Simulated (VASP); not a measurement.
# GaN (F-43m) in VASP: G0W0 quasiparticle levels with PBE

Aim: the G0W0 quasiparticle levels of GaN with PBE.

All numbers are computed with VASP 6.6.1; they aren't measurements. Logs are shortened: lines on timing, memory, paths and dates and some standing lists are left out, and cuts for length are marked.

## 1. The cell of the first run

It takes space group F-43m (No. 216, cubic). Conventional cell: a = 4.498 Å, b = 4.498 Å, c = 4.498 Å, α = 90.00°, β = 90.00°, γ = 90.00°. Within 2.6 Å of Ga (site symmetry -43m) lie 4 N at 1.95 Å. Within 2.6 Å of N (site symmetry -43m) lie 4 Ga at 1.95 Å.

## 2. G0W0 quasiparticle levels, PBE

Input file POSCAR:

```
GaN
1.0
    0.0000000000      2.2489525415      2.2489525415
    2.2489525415      0.0000000000      2.2489525415
    2.2489525415      2.2489525415      0.0000000000
Ga N
1 1
Direct
    0.0000000000      0.0000000000      0.0000000000
    0.2500000000      0.2500000000      0.2500000000
```

Input file INCAR.step1:

```
PREC = Accurate
ENCUT = 500
EDIFF = 1E-8
ISMEAR = 0
SIGMA = 0.01
LREAL = F
LASPH = T
NELM = 60
ALGO = Normal
LWAVE = T
LCHARG = F
GGA = PE
```

Input file INCAR.step2:

```
PREC = Accurate
ENCUT = 500
EDIFF = 1E-8
ISMEAR = 0
SIGMA = 0.01
LREAL = F
LASPH = T
NELM = 1
ALGO = Exact
LWAVE = T
LCHARG = F
GGA = PE
NBANDS = 103
LOPTICS = T
ISTART = 1
```

Input file INCAR.step3:

```
PREC = Accurate
ENCUT = 500
EDIFF = 1E-8
ISMEAR = 0
SIGMA = 0.01
LREAL = F
LASPH = T
ALGO = EVGW0
LWAVE = F
LCHARG = F
GGA = PE
NELMGW = 1
NBANDS = 103
ENCUTGW = 150.0
NOMEGA = 96
PRECFOCK = Fast
ISTART = 1
NBANDSGW = 17
OMEGAMAX = 20
```

Input file KPOINTS:

```
regular mesh
0
Gamma
  6 6 6
```

Potentials or basis: VASP PAW PBE potentials, release 64 (Ga_d_GW, N_GW).

On the command line:

```console
> cat potpaw_PBE.64/Ga_d_GW/POTCAR potpaw_PBE.64/N_GW/POTCAR > POTCAR
> cp INCAR.step1 INCAR
> mpirun -np 1 vasp_std > vasp.out
> cp INCAR.step2 INCAR
> mpirun -np 1 vasp_std > vasp.out
> cp INCAR.step3 INCAR
> mpirun -np 1 vasp_std > vasp.out
```

OUTCAR:

```text
PREC = Accurate
   ENCUT = 500
   EDIFF = 1E-8
   ISMEAR = 0
   LREAL = F
   LASPH = T
   GGA = PE
   NELMGW = 1
   ENCUTGW = 150.0
   PRECFOCK = Fast
   ISTART = 1

 ion  position               nearest neighbor table
   1  0.000  0.000  0.000-   2 1.95   2 1.95   2 1.95   2 1.95
   2  0.250  0.250  0.250-   1 1.95   1 1.95   1 1.95   1 1.95

  LATTYP: Found a face centered cubic cell.
 ALAT       =     4.4979050830

  Lattice vectors:

 A1 = (   0.0000000000,   2.2489525415,   2.2489525415)
 A2 = (   2.2489525415,   0.0000000000,   2.2489525415)
 A3 = (   2.2489525415,   2.2489525415,   0.0000000000)

Analysis of symmetry for initial positions (statically):
=====================================================================
 Subroutine PRICEL returns:
 Original cell was already a primitive cell.

 Routine SETGRP: Setting up the symmetry group for a
 face centered cubic supercell.

 Subroutine GETGRP returns: Found 24 space group operations
 (whereof 24 operations were pure point group operations)
 out of a pool of 48 trial point group operations.

The static configuration has the point symmetry T_d .

Analysis of symmetry for dynamics (positions and initial velocities):
=====================================================================
 Subroutine PRICEL returns:
 Original cell was already a primitive cell.

 Routine SETGRP: Setting up the symmetry group for a
 face centered cubic supercell.

 Subroutine GETGRP returns: Found 24 space group operations
 (whereof 24 operations were pure point group operations)
 out of a pool of 48 trial point group operations.

The dynamic configuration has the point symmetry T_d .

 Subroutine INISYM returns: Found 24 space group operations
 (whereof 24 operations are pure point group operations),
 and found     1 'primitive' translations

----------------------------------------------------------------------------------------

                                     Primitive cell

  volume of cell :      22.7494

  direct lattice vectors                    reciprocal lattice vectors
     0.000000000  2.248952542  2.248952542    -0.222325723  0.222325723  0.222325723
     2.248952542  0.000000000  2.248952542     0.222325723 -0.222325723  0.222325723
     2.248952542  2.248952542  0.000000000     0.222325723  0.222325723 -0.222325723

  length of vectors
     3.180499185  3.180499185  3.180499185     0.385079448  0.385079448  0.385079448

  position of ions in fractional coordinates (direct lattice)
     0.000000000  0.000000000  0.000000000
     0.250000000  0.250000000  0.250000000

  ion indices of the primitive-cell ions
   primitive index   ion index
                 1           1
                 2           2

----------------------------------------------------------------------------------------

 KPOINTS: regular mesh

Automatic generation of k-mesh.
 Grid dimensions read from file:
 generate k-points for:    6    6    6

 Generating k-lattice:

  Cartesian coordinates                     Fractional coordinates (reciprocal lattice)
    -0.037054287  0.037054287  0.037054287     0.166666667  0.000000000  0.000000000
     0.037054287 -0.037054287  0.037054287     0.000000000  0.166666667  0.000000000
     0.037054287  0.037054287 -0.037054287     0.000000000  0.000000000  0.166666667

  Length of vectors
     0.064179908  0.064179908  0.064179908

  Shift w.r.t. Gamma in fractional coordinates (k-lattice)
     0.000000000  0.000000000  0.000000000

 Subroutine IBZKPT returns following result:
 ===========================================

 Found     16 irreducible k-points:

 Following reciprocal coordinates:
            Coordinates               Weight
  0.000000  0.000000  0.000000      1.000000
  0.166667  0.000000  0.000000      8.000000
  0.333333  0.000000  0.000000      8.000000
  0.500000  0.000000  0.000000      4.000000
  0.166667  0.166667  0.000000      6.000000
  0.333333  0.166667  0.000000     24.000000
[... 8 lines left out ...]
 -0.333333  0.333333  0.166667     24.000000
 -0.333333  0.500000  0.166667     12.000000
   k-points           NKPTS =     16   k-points in BZ     NKDIM =    216   number of bands    NBANDS=    103
   number of dos      NEDOS =    301   number of ions     NIONS =      2
   total plane-waves  NPLWV =  13824
   dimension x,y,z NGX =    24 NGY =   24 NGZ =   24
   dimension x,y,z NGXF=    48 NGYF=   48 NGZF=   48
   ions per type =               1   1
   NGX,Y,Z   is equivalent  to a cutoff of  12.54, 12.54, 12.54 a.u.
   NGXF,Y,Z  is equivalent  to a cutoff of  25.09, 25.09, 25.09 a.u.
 SYSTEM =  unknown system
   PREC   = accura    normal or accurate (medium, high low for compatibility)
   ISTART =      1    job   : 0-new  1-cont  2-samecut
   ICHARG =      0    charge: 1-file 2-atom 10-const
   ISPIN  =      1    spin polarized calculation?
   LNONCOLLINEAR =      F non collinear calculations
   LSORBIT =      F    spin-orbit coupling
   LASPH  =      T    aspherical Exc in radial PAW
   ENCUT  =  500.0 eV  36.75 Ry    6.06 a.u.   5.80  5.80  5.80*2*pi/ulx,y,z
   NELM   =     60;   NELMIN=  2; NELMDL=  0     # of ELM steps
   EDIFF  = 0.1E-07   stopping-criterion for ELM
   LREAL  =      F    real-space projection
   EDIFFG = 0.1E-06   stopping-criterion for IOM
   NSW    =      0    number of steps for IOM
   IBRION =     -1    ionic relax: 0-MD 1-quasi-New 2-CG
   NFREE  =      0    steps in history (QN), initial steepest desc. (CG)
   ISIF   =      0    stress and relaxation
   ISYM   =      3    0-nonsym 1-usesym 2-fastsym
   POTIM  = 0.5000    time-step for ionic-motion
   TEBEG  =    0.0;   TEEND  =   0.0 temperature during run
   PSTRESS=    0.0 pullay stress
   NELECT =      18.0000    total number of electrons
   NUPDOWN=      -1.0000    fix difference up-down
   EMIN   =  10.00;   EMAX   =-10.00  energy-range for DOS
   EFERMI =   0.00;   METHOD = LEGACY
   ISMEAR =     0;   SIGMA  =   0.01  broadening in eV -4-tet -1-fermi 0-gaus
   EFERMI_NEDOS =   21; number of points for ismear=-14 and -15
   IALGO  =     38    algorithm
   IMIX   =      4    mixing-type and parameters
     AMIX     =   0.40;   BMIX     =  1.00
     AMIX_MAG =   1.60;   BMIX_MAG =  1.00
  volume/ion in A,a.u.               =      11.37        76.76
  Fermi-wavevector in a.u.,A,eV,Ry     =   1.514173  2.861371 31.194330  2.292719
  Thomas-Fermi vector in A             =   2.623866
   LORBIT       =      0    0 simple, 1 ext, 2 COOP (PROOUT), +10 PAW based schemes
   GGA     = PE    functional components
   LHFCALC =     T    Hartree Fock is set to
   PRECFOCK=fast      Normal, Fast or Accurate (Low or Medium for compatibility)
   ENCUT4O =  -1.0   cutoff for four orbital integrals eV
   NKREDX  =     1    reduce k-point grid by
   NKREDY  =     1    reduce k-point grid by
   NKREDZ  =     1    reduce k-point grid by
   AEXX    =    1.0000 exact exchange contribution
   HFSCREEN=    0.0000 screening length (either q_TF or 0.3 A-1)
   HFSCREENC=   0.0000 screening length for correlation (either q_TF or 0.3 A-1)
   ENCUTFOCK=  -1.0 apply spherical cutoff to Coloumb kernel
   IVDW    =     0    specifies the selected vdW correction
   LEPSILON=     F    determine dielectric tensor
   LRPA    =     F    only Hartree local field effects (RPA)
   LRPAFORCE           =     F    calculate RPA forces
   ENCUTGW             = 150.0    cutoff for response function in eV
   ENCUTGWSOFT         = 120.0    soft cutoff for Coulomb kernel in GW response function in eV
   ENCUTLF             =  -1.0    cutoff for local field effects
   NELMGW              =     1    number of iterations in solving QP/BSE equation
   NELMHF              =     1    number of iterations in the inner HF iteration
   NKREDLFX            =     1    NKREDLFY  =   1   NKREDLFZ  =   1
 non-spin polarized calculation
 Gauss-broadening in eV      SIGMA  =   0.01
  energy-cutoff  :      500.00
  volume of cell :       22.75
 maximum number of plane-waves:       589
  NGX = 14; NGY = 14; NGZ = 14
   NGX = 11   NGY = 11   NGZ = 11
 maximum number of plane-waves:       113

 QP shifts <psi_nk| G(iteration)W_0 |psi_nk>: iteration 1
 for sc-GW calculations column KS-energies equals QP-energies in previous step
 and V_xc(KS)=  KS-energies - (<T + V_ion + V_H > + <T+V_H+V_ion>^1  + <V_x>^1)

 k-point   1 :       0.0000    0.0000    0.0000
  band No.  KS-energies  QP-energies   sigma(KS)   V_xc(KS)     V^pw_x(r,r')   Z            occupation Imag(sigma)

      1     -10.8176     -11.8713     -16.4645     -14.8634     -24.6039       0.6581       2.0000       0.9726
      2      -8.3324     -11.2237     -25.4658     -21.4817     -34.7834       0.7257       2.0000       0.1645
      3      -8.3324     -11.2237     -25.4658     -21.4817     -34.7834       0.7257       2.0000       0.1645
      4      -8.3324     -11.2237     -25.4658     -21.4817     -34.7834       0.7257       2.0000       0.1645
      5      -8.0098     -11.0115     -25.8992     -21.8059     -35.1839       0.7333       2.0000       0.1090
      6      -8.0098     -11.0115     -25.8992     -21.8059     -35.1839       0.7333       2.0000       0.1090
[... 9 lines left out ...]
     16      23.9964      24.2286      -9.3680      -9.6659      -2.9938       0.7796       0.0000      -0.6469
     17      23.9964      24.2286      -9.3680      -9.6659      -2.9938       0.7796       0.0000      -0.6469

 k-point   2 :       0.1667    0.0000    0.0000
  band No.  KS-energies  QP-energies   sigma(KS)   V_xc(KS)     V^pw_x(r,r')   Z            occupation Imag(sigma)

      1     -10.5332     -11.6687     -17.1079     -15.4027     -25.2881       0.6659       2.0000       0.9323
      2      -8.2982     -11.1975     -25.5127     -21.5220     -34.8364       0.7265       2.0000       0.1631
      3      -8.2982     -11.1975     -25.5127     -21.5220     -34.8364       0.7265       2.0000       0.1631
      4      -8.2039     -11.0077     -24.9085     -21.0544     -34.0832       0.7275       2.0000       0.2022
      5      -8.0113     -11.0099     -25.8921     -21.8007     -35.1792       0.7329       2.0000       0.1100
      6      -8.0113     -11.0099     -25.8921     -21.8007     -35.1792       0.7329       2.0000       0.1100
[... 9 lines left out ...]
     16      22.0286      22.4296     -10.1037     -10.6145      -4.3927       0.7849       0.0000      -0.3532
     17      25.8022      26.4609      -9.7230     -10.5672      -3.0601       0.7802       0.0000      -0.7312

 k-point   3 :       0.3333    0.0000    0.0000
  band No.  KS-energies  QP-energies   sigma(KS)   V_xc(KS)     V^pw_x(r,r')   Z            occupation Imag(sigma)
[... 253 lines left out ...]
      1      -9.7746     -11.6450     -21.4180     -18.7305     -30.2465       0.6960       2.0000       0.5690
      2      -8.2105     -11.1421     -25.5476     -21.5293     -34.8375       0.7296       2.0000       0.1486
      3      -8.1444     -11.0828     -25.6651     -21.6406     -34.9835       0.7301       2.0000       0.1489
      4      -8.0332     -11.0203     -25.8656     -21.7862     -35.1897       0.7322       2.0000       0.1257
      5      -7.9868     -10.9814     -25.9172     -21.8322     -35.2310       0.7331       2.0000       0.1177
      6      -6.2500      -8.2898     -22.7081     -19.8880     -31.0360       0.7233       2.0000       0.3828
[... 9 lines left out ...]
     16      27.9936      28.7348     -11.0144     -11.9648      -3.9900       0.7798       0.0000      -0.9651
     17      29.3663      30.1995     -10.9776     -12.0183      -4.2903       0.8005       0.0000      -0.9246

 k-point  16 :      -0.3333    0.5000    0.1667
  band No.  KS-energies  QP-energies   sigma(KS)   V_xc(KS)     V^pw_x(r,r')   Z            occupation Imag(sigma)

      1      -9.7411     -11.6681     -21.7110     -18.9493     -30.5923       0.6977       2.0000       0.5429
      2      -8.2019     -11.1299     -25.4272     -21.4191     -34.6509       0.7305       2.0000       0.1408
      3      -8.1270     -11.0826     -25.7562     -21.7105     -35.1098       0.7305       2.0000       0.1482
      4      -8.0187     -10.9959     -25.9192     -21.8548     -35.2823       0.7325       2.0000       0.1397
      5      -7.9702     -10.9704     -25.9399     -21.8510     -35.2531       0.7337       2.0000       0.1147
      6      -6.1021      -8.0742     -22.5187     -19.7889     -30.7682       0.7224       2.0000       0.3920
[... 9 lines left out ...]
     16      28.2112      29.0565     -11.7212     -12.8017      -4.5395       0.7823       0.0000      -1.0751
     17      29.6287      30.5712     -11.2887     -12.4777      -4.5656       0.7927       0.0000      -0.9178
```

It took 4.9 min on 1 thread of AMD EPYC 9R45 (Zen 5), shared host; peak memory 0.46 GiB.

What came out:

```
Quasiparticle gap                                   : 2.90 eV
Least direct quasiparticle gap                      : 2.90 eV
Band gap of the starting levels on the mesh         : 1.77 eV
Least direct gap of the starting levels on the mesh : 1.77 eV
```

Caveat: the k points lie up to 0.40 Å⁻¹ apart; bands, screening cutoff and mesh are small and nothing is extrapolated, so the quasiparticle values aren't converged; the structure was generated, so it needn't be the stable form of GaN.
